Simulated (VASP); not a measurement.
Write the native input for VASP 6.6.1 that does the following.

```
Task                   : single point
Functional             : r2SCAN
Potentials or basis    : VASP PAW PBE potentials, release 64 (Ti_sv)
Cutoff                 : 550 eV
k mesh                 : 19 × 19 × 19
Occupations            : fermi-dirac, width 0.1 eV
Spin                   : no spin polarisation
Dipole correction      : no
Further INCAR settings : ALGO = Normal; EDIFF = 1e-06; NBANDS = 12
```

Ti:

```xyz
1
Lattice="0.0000 1.9606 1.9606 1.9606 0.0000 1.9606 1.9606 1.9606 0.0000" Properties=species:S:1:pos:R:3 pbc="T T T"
Ti    0.0000    0.0000    0.0000
```

This isn't the form of Ti at room conditions, which is hcp.

One way to write it, as run:

POSCAR

```
Ti
1.0
    0.0000000000      1.9605713811      1.9605713811
    1.9605713811      0.0000000000      1.9605713811
    1.9605713811      1.9605713811      0.0000000000
Ti
1
Direct
    0.0000000000      0.0000000000      0.0000000000
```

INCAR.step1

```
PREC     = Accurate       # precision mode
ENCUT    = 550            # plane-wave cutoff, eV
ISMEAR   = -1             # smearing method
SIGMA    = 0.1            # smearing width, eV
LREAL    = F              # projectors in reciprocal space
LASPH    = T              # aspherical terms in the spheres
NELM     = 120            # most SCF steps
NBANDS   = 12             # bands
GGA      = PE             # functional
ALGO     = Normal         # electronic algorithm
EDIFF    = 1E-5           # SCF threshold, eV
LWAVE    = T              # write WAVECAR
LCHARG   = F              # write CHGCAR
GGA_COMPAT= F
```

INCAR.step2

```
PREC     = Accurate       # precision mode
ENCUT    = 550            # plane-wave cutoff, eV
EDIFF    = 1E-6           # SCF threshold, eV
ISMEAR   = -1             # smearing method
SIGMA    = 0.1            # smearing width, eV
LREAL    = F              # projectors in reciprocal space
LASPH    = T              # aspherical terms in the spheres
NELM     = 120            # most SCF steps
ALGO     = Normal         # electronic algorithm
ISIF     = 2              # what is computed and relaxed
LWAVE    = F              # write WAVECAR
LCHARG   = F              # write CHGCAR
METAGGA  = R2SCAN         # meta-GGA
LMIXTAU  = T            
NBANDS   = 12             # bands
ISTART   = 1            
GGA_COMPAT= F
```

KPOINTS

```
Automatic mesh
0
Gamma
  19 19 19
```

Potentials or basis: VASP PAW PBE potentials, release 64 (Ti_sv).

Run with:

```console
$ cat potpaw_PBE.64/Ti_sv/POTCAR > POTCAR
$ cp INCAR.step1 INCAR
$ mpirun -np 1 vasp_std > vasp.out
$ cp INCAR.step2 INCAR
$ mpirun -np 1 vasp_std > vasp.out
```

It gave:

```yaml
Pressure: 20.6 GPa
Band_gap_on_the_k_mesh: zero (bands 6 and 7 overlap by 1.52 eV)
```

Caveat: the cell stands under pressure; the PAW data sets were made with another functional, which shifts forces and pressure a little.

It took 3 min on 1 thread of AMD EPYC 7R13 Processor (Zen 3) (shared host), peak memory 0.14 GiB.
